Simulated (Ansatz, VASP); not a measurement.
## Al2Cu in VASP and in Ansatz

```
CELL_PARAMETERS angstrom
4.08670 0.00135 -0.01002
0.00135 4.10256 0.01784
-0.00706 0.01256 2.90854
ATOMIC_POSITIONS crystal
Al 0.46876 0.01180 0.47665
Al 0.02139 0.50743 0.42700
Cu 0.02514 0.03529 0.01816
```

Change from the starting cell: kmesh displaced: [2, 2, 2] Gamma-centred.

Alike in both runs: task single point; functional PBEsol; k mesh 2 × 2 × 2; occupations gaussian, width 0.1 eV; no spin polarisation.

|  | VASP | Ansatz |
| --- | --- | --- |
| version | VASP 6.6.1 | Ansatz 0.2.0 |
| potentials or method | VASP PAW PBE potentials, release 64 (Al, Cu), cutoff 520 eV | scalar-relativistic, plane waves, PAW |
| valence electrons in the cell | 17 | 25 |

|  | VASP | Ansatz | Ansatz less VASP |
| --- | --- | --- | --- |
| gap on the k mesh at the Fermi level (eV) | none | none | - |
| pressure (GPa) | -0.4 | -0.6 | -0.24 |
| traceless stress, the component that is largest in VASP (GPa) | 11.23 | 11.28 | +0.051 |
| rms of the force components (eV/Å) | 1.222 | 1.223 | +0.0006 |

VASP's potentials were made for PBE, not for PBEsol. Atom by atom the forces differ by 0.003 eV/Å (rms over components). A gap of «none» marks a metal or a gap that the smearing closes. The functional is the same, so the differences come from potentials, cutoffs and numerics. VASP's potentials hold 17 valence electrons a cell and Ansatz's 25, so a difference there can come from the potentials and not from the codes.

The k mesh is coarse, so the values compare programs but aren't converged.
